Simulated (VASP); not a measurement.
Write the native input for VASP 6.6.1 that does the following.

| Quantity | Value |
| --- | --- |
| Task | single point |
| Functional | PBE |
| Potentials or basis | VASP PAW PBE potentials, release 64 (Se) |
| Cutoff | 520 eV |
| k mesh | 14 × 14 × 14 |
| Occupations | fermi-dirac, width 0.1 eV |
| Spin | no spin polarisation |
| Dipole correction | no |
| Further INCAR settings | ALGO = Normal; EDIFF = 1e-07; NBANDS = 9 |

The structure of Se lies in POSCAR:

```
Se
1.0
   -1.7421542658      1.7421542658      1.7421542658
    1.7421542658     -1.7421542658      1.7421542658
    1.7421542658      1.7421542658     -1.7421542658
Se
1
Direct
    0.0000000000      0.0000000000      0.0000000000
```

This cell differs from its parent crystal: volume scaled by 1.04.

One way to write it, as run:

INCAR

```
SYSTEM = Se
  PREC = Accurate
  ENCUT = 520
  EDIFF = 1E-7
  ISMEAR = -1
  SIGMA = 0.1
  LREAL = .False.
  LASPH = .True.
  NELM = 60
  ALGO = Normal
  ISIF = 2
  LWAVE = .False.
  LCHARG = .False.
  GGA = PE
  NBANDS = 9
```

KPOINTS

```
regular mesh
0
Gamma
  14 14 14
  0 0 0
```

Potentials or basis: VASP PAW PBE potentials, release 64 (Se).

Run with:

```console
$ cat potpaw_PBE.64/Se/POTCAR > POTCAR
$ mpirun -np 1 vasp_std > vasp.out
```

It gave:

The pressure is -2.3 GPa and the band gap on the k mesh is zero (band 3 reaches 7.79 eV, above the bottom of band 4 at 1.96 eV).

It took 7.8 s on 1 thread of Intel(R) Xeon(R) Platinum 8488C (Sapphire Rapids) (shared host), peak memory 0.14 GiB.
